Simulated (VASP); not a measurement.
# LiNbO3 (R-3c) in VASP: notebook, part 2 of 3

VASP 6.6.1. The steps go on from the part before.

## (3) Single point, r2SCAN

The input, POSCAR:

```
LiNbO3
1.0
    2.5923872658      1.4967154858      4.5628211567
   -2.5923872658      1.4967154858      4.5628211567
    0.0000000000     -2.9934309715      4.5628211567
Li Nb O
2 2 6
Direct
    0.2500000000      0.2500000000      0.2500000000
    0.7500000000      0.7500000000      0.7500000000
    0.0000000000      0.0000000000      0.0000000000
    0.5000000000      0.5000000000      0.5000000000
    0.1284835459      0.3715164541      0.7500000000
    0.7500000000      0.1284835459      0.3715164541
    0.3715164541      0.7500000000      0.1284835459
    0.8715164541      0.6284835459      0.2500000000
    0.2500000000      0.8715164541      0.6284835459
    0.6284835459      0.2500000000      0.8715164541
```

The input, INCAR.step1:

```
SYSTEM = LiNbO3
  PREC = Accurate
  ENCUT = 520
  ISMEAR = 0
  SIGMA = 0.05
  LREAL = .False.
  LASPH = .True.
  NELM = 60
  NBANDS = 45
  GGA = PE
  ALGO = Normal
  EDIFF = 1E-4
  LWAVE = .True.
  LCHARG = .False.
```

The input, INCAR.step2:

```
SYSTEM = LiNbO3
  PREC = Accurate
  ENCUT = 520
  EDIFF = 1E-6
  ISMEAR = 0
  SIGMA = 0.05
  LREAL = .False.
  LASPH = .True.
  NELM = 60
  ALGO = Normal
  ISIF = 2
  LWAVE = .False.
  LCHARG = .False.
  METAGGA = R2SCAN
  LMIXTAU = .True.
  NBANDS = 45
  ISTART = 1
```

The input, KPOINTS:

```
regular mesh
0
Gamma
  6 6 6
  0 0 0
```

Potentials or basis: VASP PAW PBE potentials, release 64 (Li_sv, Nb_sv, O).

Started as:

```bash
cat potpaw_PBE.64/Li_sv/POTCAR potpaw_PBE.64/Nb_sv/POTCAR potpaw_PBE.64/O/POTCAR > POTCAR
cp INCAR.step1 INCAR
mpirun -np 1 vasp_std > vasp.out
cp INCAR.step2 INCAR
mpirun -np 1 vasp_std > vasp.out
```

OUTCAR:

```text
SYSTEM = LiNbO3
   PREC = Accurate
   ENCUT = 520
   EDIFF = 1E-6
   ISMEAR = 0
   LREAL = .False.
   LASPH = .True.
   NELM = 60
   ISIF = 2
   METAGGA = R2SCAN
   ISTART = 1

 ion  position               nearest neighbor table
   1  0.250  0.250  0.250-   8 1.96   9 1.96  10 1.96
   2  0.750  0.750  0.750-   5 1.96   6 1.96   7 1.96
   3  0.000  0.000  0.000-   7 1.98  10 1.98   9 1.98   6 1.98   5 1.98   8 1.98
   4  0.500  0.500  0.500-   6 1.98   9 1.98   7 1.98  10 1.98   5 1.98   8 1.98
   5  0.128  0.372  0.750-   2 1.96   3 1.98   4 1.98
   6  0.750  0.128  0.372-   2 1.96   4 1.98   3 1.98
   7  0.372  0.750  0.128-   2 1.96   3 1.98   4 1.98
   8  0.872  0.628  0.250-   1 1.96   3 1.98   4 1.98
   9  0.250  0.872  0.628-   1 1.96   4 1.98   3 1.98
  10  0.628  0.250  0.872-   1 1.96   3 1.98   4 1.98

  LATTYP: Found a trigonal (rhomboedric) cell.
 ALAT       =     5.4571023345
 COS(alpha) =     0.5486581979

  Lattice vectors:

 A1 = (   2.5923872658,   1.4967154858,   4.5628211567)
 A2 = (  -2.5923872658,   1.4967154858,   4.5628211567)
 A3 = (   0.0000000000,  -2.9934309715,   4.5628211567)

Analysis of symmetry for initial positions (statically):
=====================================================================
 Subroutine PRICEL returns:
 Original cell was already a primitive cell.

 Routine SETGRP: Setting up the symmetry group for a
 trigonal (rhombohedral) supercell.

 Subroutine GETGRP returns: Found 12 space group operations
 (whereof  6 operations were pure point group operations)
 out of a pool of 12 trial point group operations.

The static configuration has the point symmetry S_6 .
 The point group associated with its full space group is D_3d.

Analysis of symmetry for dynamics (positions and initial velocities):
=====================================================================
 Subroutine PRICEL returns:
 Original cell was already a primitive cell.

 Routine SETGRP: Setting up the symmetry group for a
 trigonal (rhombohedral) supercell.

 Subroutine GETGRP returns: Found 12 space group operations
 (whereof  6 operations were pure point group operations)
 out of a pool of 12 trial point group operations.

The dynamic configuration has the point symmetry S_6 .
 The point group associated with its full space group is D_3d.

 Subroutine INISYM returns: Found 12 space group operations
 (whereof  6 operations are pure point group operations),
 and found     1 'primitive' translations

----------------------------------------------------------------------------------------

                                     Primitive cell

  volume of cell :     106.2243

  direct lattice vectors                    reciprocal lattice vectors
     2.592387266  1.496715486  4.562821157     0.192872418  0.111354942  0.073054218
    -2.592387266  1.496715486  4.562821157    -0.192872418  0.111354942  0.073054218
     0.000000000 -2.993430972  4.562821157     0.000000000 -0.222709885  0.073054218

  length of vectors
     5.457102335  5.457102335  5.457102334     0.234385604  0.234385604  0.234385604

  position of ions in fractional coordinates (direct lattice)
     0.250000000  0.250000000  0.250000000
     0.750000000  0.750000000  0.750000000
     0.000000000  0.000000000  0.000000000
     0.500000000  0.500000000  0.500000000
     0.128483546  0.371516454  0.750000000
[... 73 lines left out ...]
   number of dos      NEDOS =    301   number of ions     NIONS =     10
   total plane-waves  NPLWV =  74088
   dimension x,y,z NGX =    42 NGY =   42 NGZ =   42
   dimension x,y,z NGXF=    84 NGYF=   84 NGZF=   84
   ions per type =               2   2   6
   NGX,Y,Z   is equivalent  to a cutoff of  12.79, 12.79, 12.79 a.u.
   NGXF,Y,Z  is equivalent  to a cutoff of  25.59, 25.59, 25.59 a.u.
 SYSTEM =  LiNbO3
   PREC   = accura    normal or accurate (medium, high low for compatibility)
   ISTART =      1    job   : 0-new  1-cont  2-samecut
   ICHARG =      0    charge: 1-file 2-atom 10-const
   ISPIN  =      1    spin polarized calculation?
   LNONCOLLINEAR =      F non collinear calculations
   LSORBIT =      F    spin-orbit coupling
   LASPH  =      T    aspherical Exc in radial PAW
   ENCUT  =  520.0 eV  38.22 Ry    6.18 a.u.  10.15 10.15 10.15*2*pi/ulx,y,z
   NELM   =     60;   NELMIN=  2; NELMDL=  0     # of ELM steps
   EDIFF  = 0.1E-05   stopping-criterion for ELM
   LREAL  =      F    real-space projection
   EDIFFG = 0.1E-04   stopping-criterion for IOM
   NSW    =      0    number of steps for IOM
   IBRION =     -1    ionic relax: 0-MD 1-quasi-New 2-CG
   NFREE  =      0    steps in history (QN), initial steepest desc. (CG)
   ISIF   =      2    stress and relaxation
   ISYM   =      2    0-nonsym 1-usesym 2-fastsym
   POTIM  = 0.5000    time-step for ionic-motion
   TEBEG  =    0.0;   TEEND  =   0.0 temperature during run
   PSTRESS=    0.0 pullay stress
   NELECT =      68.0000    total number of electrons
   NUPDOWN=      -1.0000    fix difference up-down
   EMIN   =  10.00;   EMAX   =-10.00  energy-range for DOS
   EFERMI =   0.00;   METHOD = LEGACY
   ISMEAR =     0;   SIGMA  =   0.05  broadening in eV -4-tet -1-fermi 0-gaus
   EFERMI_NEDOS =   21; number of points for ismear=-14 and -15
   IALGO  =     38    algorithm
   IMIX   =      4    mixing-type and parameters
     AMIX     =   0.40;   BMIX     =  1.00
     AMIX_MAG =   1.60;   BMIX_MAG =  1.00
  volume/ion in A,a.u.               =      10.62        71.68
  Fermi-wavevector in a.u.,A,eV,Ry     =   1.410923  2.666257 27.085153  1.990703
  Thomas-Fermi vector in A             =   2.532827
   LORBIT       =      0    0 simple, 1 ext, 2 COOP (PROOUT), +10 PAW based schemes
   METAGGA = R2SCAN    functional components
   LHFCALC =     F    Hartree Fock is set to
   AEXX    =    0.0000 exact exchange contribution
   IVDW    =     0    specifies the selected vdW correction
   LEPSILON=     F    determine dielectric tensor
   LRPA    =     F    only Hartree local field effects (RPA)
 non-spin polarized calculation
 Gauss-broadening in eV      SIGMA  =   0.05
  energy-cutoff  :      520.00
  volume of cell :      106.22
 maximum number of plane-waves:      2908
 NGX is ok and might be reduce to    42
   NGX = 21   NGY = 21   NGZ = 21

 number of electron      68.0000012 magnetization

 Free energy of the ion-electron system (eV)
  ---------------------------------------------------
  ext. energy  EPLUGINS =         0.00000000
  ---------------------------------------------------
  free energy    TOTEN  =      -118.30856338 eV

  energy without entropy =     -118.30856338  energy(sigma->0) =     -118.30856338

 E-fermi :   3.7903     XC(G=0): -11.4876

 val. band max:        3.3729543208   @ k =  -0.1667   0.1667   0.0000
 cond. band min:       6.3358327299   @ k =   0.5000   0.5000   0.0000
 fundamental gap:      2.9628784091
 Fermi energy:         3.7903365932

 k-point     1 :       0.0000    0.0000    0.0000
  band No.  band energies     occupation
      1     -52.8176      2.00000
      2     -52.8001      2.00000
      3     -40.7420      2.00000
      4     -40.7402      2.00000
      5     -28.3273      2.00000
      6     -28.3273      2.00000
[... 1141 lines left out ...]
     44      13.9867      0.00000
     45      14.3132      0.00000

 [... further k-points ...]

------------------------ aborting loop because EDIFF is reached ----------------------------------------

  FORCE on cell =-STRESS in cart. coord.  units (eV):
  Direction    XX          YY          ZZ          XY          YZ          ZX
  --------------------------------------------------------------------------------------
  -------------------------------------------------------------------------------------
  Total       -0.0542632     -0.0542632     -0.1140352      0.0000000     -0.0000000     -0.0000000
  in kB       -0.8184498     -0.8184498     -1.7199896      0.0000000     -0.0000000     -0.0000000
  external PRESSURE =      -1.1189631 kB  Pullay stress =       0.0000000 kB

 VOLUME and BASIS-vectors are now :
 -----------------------------------------------------------------------------
  energy-cutoff  :      520.00
  volume of cell :      106.22
      direct lattice vectors                 reciprocal lattice vectors
     2.592387266  1.496715486  4.562821157     0.192872418  0.111354942  0.073054218
    -2.592387266  1.496715486  4.562821157    -0.192872418  0.111354942  0.073054218
     0.000000000 -2.993430972  4.562821157     0.000000000 -0.222709885  0.073054218

 POSITION                                       TOTAL-FORCE (eV/Angst)
 -----------------------------------------------------------------------------------
      0.00000      0.00000      3.42212        -0.000000      0.000000      0.000000
      0.00000      0.00000     10.26635        -0.000000      0.000000      0.000000
      0.00000      0.00000      0.00000        -0.000000      0.000000      0.000000
      0.00000      0.00000      6.84423        -0.000000      0.000000      0.000000
     -0.63004     -1.49672      5.70353         0.004338      0.000000     -0.000000
      1.61121      0.20273      5.70353        -0.002169      0.003757      0.000000
     -0.98118      1.29398      5.70353        -0.002169     -0.003757      0.000000
      0.63004      1.49672      7.98494        -0.004338      0.000000     -0.000000
     -1.61121     -0.20273      7.98494         0.002169     -0.003757      0.000000
      0.98118     -1.29398      7.98494         0.002169      0.003757      0.000000
 -----------------------------------------------------------------------------------
    total drift:                                0.000000      0.000000      0.000000

  FREE ENERGIE OF THE ION-ELECTRON SYSTEM (eV)
  ---------------------------------------------------
  free  energy   TOTEN  =      -118.3085633759 eV

  energy  without entropy=     -118.3085633759  energy(sigma->0) =     -118.30856338
```

It took 16 min on 1 thread of Intel Xeon Platinum 8259CL at 2.50GHz (Skylake/Cascade Lake), shared host; peak memory 0.36 GiB.

Results:

| Property | Result |
| --- | --- |
| Free energy | -118.3086 eV |
| Largest force | 0.004 eV/Å |
| Band gap on the k mesh | 2.96 eV (least direct gap 3.08 eV) |

Forces on the atoms (eV/Å):
```
Li   0.000  0.000  0.000
Li   0.000  0.000  0.000
Nb   0.000  0.000  0.000
Nb   0.000  0.000  0.000
O    0.004  0.000  0.000
O   -0.002  0.004  0.000
O   -0.002 -0.004  0.000
O   -0.004  0.000  0.000
O    0.002 -0.004  0.000
O    0.002  0.004  0.000
```

Caveat: the cutoff is under 1.25 times the usual one of these potentials, so pressure, stress and relaxed cells hold a basis-set (Pulay) error; the PAW data sets were made with another functional, which shifts forces and pressure a little. A k mesh can miss the band edges.

## (4) Single point, r2SCAN

This run uses another cell than the first one, of 11.19 Å³/atom.

The input, POSCAR:

```
LiNbO3
1.0
    2.6448997443      1.5270335794      4.6161700000
   -2.6448997443      1.5270335794      4.6161700000
    0.0000000000     -3.0540671587      4.6161700000
Li Nb O
2 2 6
Direct
    0.2500000000      0.2500000000      0.2500000000
    0.7500000000      0.7500000000      0.7500000000
    0.0000000000      0.0000000000      0.0000000000
    0.5000000000      0.5000000000      0.5000000000
    0.1435500000      0.3564500000      0.7500000000
    0.7500000000      0.1435500000      0.3564500000
    0.3564500000      0.7500000000      0.1435500000
    0.8564500000      0.6435500000      0.2500000000
    0.2500000000      0.8564500000      0.6435500000
    0.6435500000      0.2500000000      0.8564500000
```

The input, INCAR.step1:

```
SYSTEM = LiNbO3
ALGO = Normal
EDIFF = 1E-4
ENCUT = 520
GGA = PE
ISMEAR = 0
LASPH = .True.
LCHARG = .False.
LREAL = .False.
LWAVE = .True.
NBANDS = 45
NELM = 80
PREC = Accurate
SIGMA = 0.1
```

The input, INCAR.step2:

```
SYSTEM = LiNbO3
ALGO = Normal
EDIFF = 1E-7
ENCUT = 520
ISIF = 2
ISMEAR = 0
ISTART = 1
LASPH = .True.
LCHARG = .False.
LMIXTAU = .True.
LREAL = .False.
LWAVE = .False.
METAGGA = R2SCAN
NBANDS = 45
NELM = 80
PREC = Accurate
SIGMA = 0.1
```

The input, KPOINTS:

```
k-points
0
Gamma
  6 6 6
  0 0 0
```

Started as:

```bash
cat potpaw_PBE.64/Li_sv/POTCAR potpaw_PBE.64/Nb_sv/POTCAR potpaw_PBE.64/O/POTCAR > POTCAR
cp INCAR.step1 INCAR
mpirun -np 1 vasp_std > vasp.out
cp INCAR.step2 INCAR
mpirun -np 1 vasp_std > vasp.out
```

Wall time 20 min (1 thread of Intel Xeon Platinum 8259CL at 2.50GHz (Skylake/Cascade Lake), shared host); peak memory 0.36 GiB.

Results (log left out):

```yaml
Free_energy: -118.1592 eV
Largest_force: 0.180 eV/Å
Band_gap_on_the_k_mesh: 2.79 eV (least direct gap 2.92 eV)
```

Forces in eV/Å, atoms in the order of the input:
```
Li   0.000  0.000  0.000
Li   0.000  0.000  0.000
Nb   0.000  0.000  0.000
Nb   0.000  0.000  0.000
O   -0.180  0.000  0.000
O    0.090 -0.156  0.000
O    0.090  0.156  0.000
O    0.180  0.000  0.000
O   -0.090  0.156  0.000
O   -0.090 -0.156  0.000
```

Levels at points of the mesh, in eV from the valence-band top:
```
           k point  band 31  band 32  band 33  band 34  band 35  band 36  band 37  band 38
(0.00, 0.00, 0.00)    -0.30    -0.20    -0.15    -0.15     2.82     2.82     2.99     5.07
(0.50, 0.00, 0.00)    -0.33    -0.33    -0.25    -0.25     4.45     4.45     4.50     4.50
(0.50, 0.50, 0.00)    -1.07    -0.44    -0.39    -0.17     2.79     4.07     4.42     4.69
(0.50, 0.50, 0.50)    -0.34    -0.34    -0.34    -0.34     4.51     4.51     4.75     4.75
```

Caveat: the cutoff is under 1.25 times the usual one of these potentials, so pressure, stress and relaxed cells hold a basis-set (Pulay) error; the PAW data sets were made with another functional, which shifts forces and pressure a little.

[end of part 2 of 3]
